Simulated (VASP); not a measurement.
# As (I4_1/amd) in VASP: single point with PBE

Aim: the single point of As with PBE.

All numbers are computed with VASP 6.6.1; they aren't measurements. Logs are shortened: lines on timing, memory, paths and dates and some standing lists are left out, and cuts for length are marked.

**1. The cell of the first run**

The structure is tetragonal, space group I4_1/amd (No. 141). Conventional cell: a = 3.375 Å, b = 3.375 Å, c = 23.440 Å, α = 90.00°, β = 90.00°, γ = 90.00°. Within 3.2 Å of As (site symmetry 2mm) lie 2 As at 2.39 Å.

The cell was generated, and may not be a known phase.

**2. Single point, PBE**

Contents of INCAR:

```
SYSTEM = As
PREC = Accurate ; ENCUT = 510
EDIFF = 1E-6 ; ISMEAR = 0
SIGMA = 0.1 ; LREAL = .FALSE.
LASPH = .TRUE. ; NELM = 120
ALGO = Normal ; ISIF = 2
LWAVE = .FALSE. ; LCHARG = .FALSE.
GGA = PE ; NBANDS = 38
GGA_COMPAT = .FALSE.
```

Contents of KPOINTS:

```
regular mesh
0
G
  6 6 6
  0 0 0
```

Contents of POSCAR:

```
As
1.0
   -1.6873792351      1.6873792351     11.7200707570
    1.6873792351     -1.6873792351     11.7200707570
    1.6873792351      1.6873792351    -11.7200707570
As
4
Direct
    0.0890407486      0.0890407486      0.0000000000
    0.8390407486      0.3390407486      0.5000000000
    0.9109592514      0.9109592514      0.0000000000
    0.6609592514      0.1609592514      0.5000000000
```

Potentials or basis: VASP PAW PBE potentials, release 64 (As_d).

Run with:

```console
$ cat potpaw_PBE.64/As_d/POTCAR > POTCAR
$ mpirun -np 1 vasp_std > vasp.out
```

OUTCAR:

```text
SYSTEM = As
   PREC = Accurate
   ENCUT = 510
   EDIFF = 1E-6
   ISMEAR = 0
   LREAL = .FALSE.
   LASPH = .TRUE.
   NELM = 120
   ISIF = 2
   GGA = PE

 ion  position               nearest neighbor table
   1  0.089  0.089  0.000-   4 2.39   4 2.39
   2  0.839  0.339  0.500-   3 2.39   3 2.39
   3  0.911  0.911  0.000-   2 2.39   2 2.39
   4  0.661  0.161  0.500-   1 2.39   1 2.39

  LATTYP: Found a body centered tetragonal cell.
 ALAT       =     3.3747584702
 C/A-ratio  =     6.9457241817

  Lattice vectors:

 A1 = (  -1.6873792351,   1.6873792351,  11.7200707570)
 A2 = (   1.6873792351,  -1.6873792351,  11.7200707570)
 A3 = (   1.6873792351,   1.6873792351, -11.7200707570)

Analysis of symmetry for initial positions (statically):
=====================================================================
 Subroutine PRICEL returns:
 Original cell was already a primitive cell.

 Routine SETGRP: Setting up the symmetry group for a
 body centered tetragonal supercell.

 Subroutine GETGRP returns: Found 16 space group operations
 (whereof  8 operations were pure point group operations)
 out of a pool of 16 trial point group operations.

The static configuration has the point symmetry D_2d.
 The point group associated with its full space group is D_4h.

Analysis of symmetry for dynamics (positions and initial velocities):
=====================================================================
 Subroutine PRICEL returns:
 Original cell was already a primitive cell.

 Routine SETGRP: Setting up the symmetry group for a
 body centered tetragonal supercell.

 Subroutine GETGRP returns: Found 16 space group operations
 (whereof  8 operations were pure point group operations)
 out of a pool of 16 trial point group operations.

The dynamic configuration has the point symmetry D_2d.
 The point group associated with its full space group is D_4h.

 Subroutine INISYM returns: Found 16 space group operations
 (whereof  8 operations are pure point group operations),
 and found     1 'primitive' translations

----------------------------------------------------------------------------------------

                                     Primitive cell

  volume of cell :     133.4798

  direct lattice vectors                    reciprocal lattice vectors
    -1.687379235  1.687379235 11.720070757     0.000000000  0.296317502  0.042661858
     1.687379235 -1.687379235 11.720070757     0.296317502  0.000000000  0.042661858
     1.687379235  1.687379235-11.720070757     0.296317502  0.296317502  0.000000000

  length of vectors
    11.960541623 11.960541623 11.960541623     0.299372838  0.299372838  0.419056230

  position of ions in fractional coordinates (direct lattice)
     0.089040749  0.089040749  0.000000000
     0.839040749  0.339040749  0.500000000
     0.910959251  0.910959251  0.000000000
     0.660959251  0.160959251  0.500000000

  ion indices of the primitive-cell ions
   primitive index   ion index
                 1           1
                 2           2
                 3           3
                 4           4

----------------------------------------------------------------------------------------

 KPOINTS: regular mesh

Automatic generation of k-mesh.
 Grid dimensions read from file:
 generate k-points for:    6    6    6

 Generating k-lattice:

  Cartesian coordinates                     Fractional coordinates (reciprocal lattice)
     0.000000000  0.049386250  0.007110310     0.166666667  0.000000000  0.000000000
     0.049386250  0.000000000  0.007110310     0.000000000  0.166666667  0.000000000
     0.049386250  0.049386250  0.000000000     0.000000000  0.000000000  0.166666667

  Length of vectors
     0.049895473  0.049895473  0.069842705

  Shift w.r.t. Gamma in fractional coordinates (k-lattice)
     0.000000000  0.000000000  0.000000000

 Subroutine IBZKPT returns following result:
 ===========================================

 Found     30 irreducible k-points:

 Following reciprocal coordinates:
            Coordinates               Weight
  0.000000  0.000000  0.000000      1.000000
  0.166667 -0.000000  0.000000      8.000000
  0.333333 -0.000000  0.000000      8.000000
  0.500000 -0.000000  0.000000      4.000000
  0.166667  0.166667  0.000000      8.000000
  0.333333  0.166667  0.000000     16.000000
[... 16 lines left out ...]
 -0.333333 -0.333333  0.166667      8.000000
 -0.166667 -0.333333  0.166667      8.000000
 [... further k-points ...]
   k-points           NKPTS =     30   k-points in BZ     NKDIM =     30   number of bands    NBANDS=     38
   number of dos      NEDOS =    301   number of ions     NIONS =      4
   total plane-waves  NPLWV = 729000
   dimension x,y,z NGX =    90 NGY =   90 NGZ =   90
   dimension x,y,z NGXF=   180 NGYF=  180 NGZF=  180
   ions per type =               4
   NGX,Y,Z   is equivalent  to a cutoff of  12.51, 12.51, 12.51 a.u.
   NGXF,Y,Z  is equivalent  to a cutoff of  25.02, 25.02, 25.02 a.u.
 SYSTEM =  As
   PREC   = accura    normal or accurate (medium, high low for compatibility)
   ISTART =      0    job   : 0-new  1-cont  2-samecut
   ICHARG =      2    charge: 1-file 2-atom 10-const
   ISPIN  =      1    spin polarized calculation?
   LNONCOLLINEAR =      F non collinear calculations
   LSORBIT =      F    spin-orbit coupling
   LASPH  =      T    aspherical Exc in radial PAW
   ENCUT  =  510.0 eV  37.48 Ry    6.12 a.u.  22.02 22.02 22.02*2*pi/ulx,y,z
   NELM   =    120;   NELMIN=  2; NELMDL= -5     # of ELM steps
   EDIFF  = 0.1E-05   stopping-criterion for ELM
   LREAL  =      F    real-space projection
[... 7 lines left out ...]
   TEBEG  =    0.0;   TEEND  =   0.0 temperature during run
   PSTRESS=    0.0 pullay stress
   NELECT =      60.0000    total number of electrons
   NUPDOWN=      -1.0000    fix difference up-down
   EMIN   =  10.00;   EMAX   =-10.00  energy-range for DOS
   EFERMI =   0.00;   METHOD = LEGACY
   ISMEAR =     0;   SIGMA  =   0.10  broadening in eV -4-tet -1-fermi 0-gaus
   EFERMI_NEDOS =   21; number of points for ismear=-14 and -15
   IALGO  =     38    algorithm
   IMIX   =      4    mixing-type and parameters
     AMIX     =   0.40;   BMIX     =  1.00
     AMIX_MAG =   1.60;   BMIX_MAG =  1.00
  volume/ion in A,a.u.               =      33.37       225.19
  Fermi-wavevector in a.u.,A,eV,Ry     =   1.254065  2.369839 21.397596  1.572679
  Thomas-Fermi vector in A             =   2.387888
   LORBIT       =      0    0 simple, 1 ext, 2 COOP (PROOUT), +10 PAW based schemes
   GGA     = PE    functional components
   LHFCALC =     F    Hartree Fock is set to
   AEXX    =    0.0000 exact exchange contribution
   IVDW    =     0    specifies the selected vdW correction
   LEPSILON=     F    determine dielectric tensor
   LRPA    =     F    only Hartree local field effects (RPA)
 non-spin polarized calculation
 Gauss-broadening in eV      SIGMA  =   0.10
  energy-cutoff  :      510.00
  volume of cell :      133.48
 maximum number of plane-waves:      3520
 NGX is ok and might be reduce to    90
   NGX = 45   NGY = 45   NGZ = 45

 number of electron      60.0000030 magnetization

 Free energy of the ion-electron system (eV)
  ---------------------------------------------------
  ext. energy  EPLUGINS =         0.00000000
  ---------------------------------------------------
  free energy    TOTEN  =       -17.26755342 eV

  energy without entropy =      -17.26678697  energy(sigma->0) =      -17.26717019

 E-fermi :   0.0485     XC(G=0):  -8.1634

 val. band max:       -0.1381547453   @ k =  -0.3333   0.1667  -0.0000
 cond. band min:       0.2329672827   @ k =   0.3333   0.3333   0.0000
 fundamental gap:      0.3711220280
 Fermi energy:         0.0484988235

 k-point     1 :       0.0000    0.0000    0.0000
  band No.  band energies     occupation
      1     -35.2702      2.00000
      2     -35.2702      2.00000
      3     -35.2506      2.00000
      4     -35.2506      2.00000
      5     -35.2282      2.00000
      6     -35.2282      2.00000
[... 30 lines left out ...]
     37       5.6608      0.00000
     38       6.0068      0.00000

 k-point     2 :       0.1667   -0.0000    0.0000
  band No.  band energies     occupation
      1     -35.2681      2.00000
      2     -35.2680      2.00000
      3     -35.2522      2.00000
      4     -35.2505      2.00000
      5     -35.2288      2.00000
      6     -35.2284      2.00000
[... 30 lines left out ...]
     37       6.3694      0.00000
     38       6.6220      0.00000

 k-point     3 :       0.3333   -0.0000    0.0000
  band No.  band energies     occupation
      1     -35.2638      2.00000
      2     -35.2629      2.00000
      3     -35.2546      2.00000
      4     -35.2504      2.00000
      5     -35.2301      2.00000
      6     -35.2278      2.00000
[... 30 lines left out ...]
     37       6.5849      0.00000
     38       7.3288      0.00000

 k-point     4 :       0.5000   -0.0000    0.0000
  band No.  band energies     occupation
      1     -35.2617      2.00000
      2     -35.2579      2.00000
      3     -35.2579      2.00000
      4     -35.2503      2.00000
      5     -35.2307      2.00000
      6     -35.2240      2.00000
[... 30 lines left out ...]
     37       6.5373      0.00000
     38       7.8754      0.00000
[... 703 lines left out ...]
      4     -35.2504      2.00000
      5     -35.2301      2.00000
      6     -35.2278      2.00000
[... 30 lines left out ...]
     37       6.4744      0.00000
     38       7.3424      0.00000

 k-point    23 :      -0.3333   -0.3333    0.1667
  band No.  band energies     occupation
      1     -35.2660      2.00000
      2     -35.2659      2.00000
      3     -35.2518      2.00000
      4     -35.2518      2.00000
      5     -35.2291      2.00000
      6     -35.2291      2.00000
[... 30 lines left out ...]
     37       7.4336      0.00000
     38       7.9675      0.00000

 k-point    24 :      -0.1667   -0.3333    0.1667
  band No.  band energies     occupation
      1     -35.2681      2.00000
      2     -35.2680      2.00000
      3     -35.2522      2.00000
      4     -35.2505      2.00000
      5     -35.2288      2.00000
      6     -35.2284      2.00000
[... 30 lines left out ...]
     37       6.3676      0.00000
     38       6.6887      0.00000

 [... further k-points ...]

------------------------ aborting loop because EDIFF is reached ----------------------------------------

  FORCE on cell =-STRESS in cart. coord.  units (eV):
  Direction    XX          YY          ZZ          XY          YZ          ZX
  --------------------------------------------------------------------------------------
  -------------------------------------------------------------------------------------
  Total        0.1704328      0.1704328      0.1204423      0.0000000      0.0000000     -0.0000000
  in kB        2.0457296      2.0457296      1.4456859      0.0000000      0.0000000     -0.0000000
  external PRESSURE =       1.8457150 kB  Pullay stress =       0.0000000 kB

 VOLUME and BASIS-vectors are now :
 -----------------------------------------------------------------------------
  energy-cutoff  :      510.00
  volume of cell :      133.48
      direct lattice vectors                 reciprocal lattice vectors
    -1.687379235  1.687379235 11.720070757     0.000000000  0.296317502  0.042661858
     1.687379235 -1.687379235 11.720070757     0.296317502  0.000000000  0.042661858
     1.687379235  1.687379235-11.720070757     0.296317502  0.296317502  0.000000000

 POSITION                                       TOTAL-FORCE (eV/Angst)
 -----------------------------------------------------------------------------------
      0.00000      0.00000      2.08713         0.000000     -0.000000     -0.007620
      0.00000      1.68738      7.94716        -0.000000      0.000000     -0.007620
      0.00000      0.00000     21.35301         0.000000     -0.000000      0.007620
      0.00000      1.68738      3.77291        -0.000000      0.000000      0.007620
 -----------------------------------------------------------------------------------
    total drift:                               -0.000000     -0.000000      0.000000

  FREE ENERGIE OF THE ION-ELECTRON SYSTEM (eV)
  ---------------------------------------------------
  free  energy   TOTEN  =       -17.2675534150 eV

  energy  without entropy=      -17.2667869669  energy(sigma->0) =      -17.26717019
```

Wall time 16 min (1 thread of Intel Xeon 6975P-C (Granite Rapids), shared host); peak memory 1.2 GiB.

Results:

* Free energy: -17.2676 eV
* Pressure: 0.2 GPa
* Largest force: 0.008 eV/Å
* Band gap on the k mesh: zero (bands 30 and 31 overlap by 2.50 eV)

Forces in eV/Å, atoms in the order of the input:
```
As   0.000  0.000 -0.008
As   0.000  0.000 -0.008
As   0.000  0.000  0.008
As   0.000  0.000  0.008
```

The gap in the log of VASP goes by the Fermi energy; the results here count the filled bands.